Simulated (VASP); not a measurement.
# HfO2: single point with r2SCAN

Crystal: HfO2.

```xyz
3
Lattice="0.0000 2.5575 2.3529 2.5575 0.0000 2.3529 2.5575 2.5575 0.0000" Properties=species:S:1:pos:R:3 pbc="T T T"
Hf    0.0000    0.0000    0.0000
O     1.2788    1.2788    1.1764
O     3.8363    3.8363    3.5293
```

This cell differs from its parent crystal: strain +0.000 along x and y, -0.080 along z.

```
Program             : VASP 6.6.1
Task                : single point
Functional          : r2SCAN
Potentials or basis : VASP PAW PBE potentials, release 64 (Hf_pv, O)
Cutoff              : 520 eV
k mesh              : 8 × 8 × 8
Occupations         : gaussian, width 0.05 eV
Spin                : no spin polarisation
```

```json
{
 "Pressure": "11.0 GPa",
 "Band gap on the k mesh": "3.30 eV (least direct gap 3.61 eV)"
}
```

Stress tensor (GPa, compression positive):
```
-3.90  0.00  0.00
 0.00 -3.90  0.00
 0.00  0.00 40.77
```

Levels at points of the mesh, in eV from the valence-band top:
```tsv
k point	band 7	band 8	band 9	band 10	band 11	band 12	band 13	band 14	band 15	band 16
(0.00, 0.00, 0.00)	-6.45	-6.45	-1.79	-1.79	-0.53	3.30	3.85	6.57	10.82	10.88
(0.50, 0.00, 0.00)	-5.19	-3.83	-3.68	-2.72	-2.60	4.39	4.75	7.12	8.99	9.71
(0.50, 0.50, 0.00)	-4.50	-4.50	-2.61	-2.61	0.00	3.61	5.58	7.79	8.77	8.77
(0.50, 0.00, 0.50)	-4.74	-4.12	-3.03	-1.37	-1.00	3.45	5.77	6.46	7.87	8.61
```

It took 4 min on 1 thread of Intel Xeon 8259CL (shared host), peak memory 0.19 GiB.

Caveat: the cell differs from its parent crystal (strain +0.000 along x and y, -0.080 along z); the cell stands under pressure; the PAW data sets were made with another functional, which shifts forces and pressure a little; spin-orbit coupling is left out, which moves the levels of the heavy elements. A k mesh can miss the band edges.
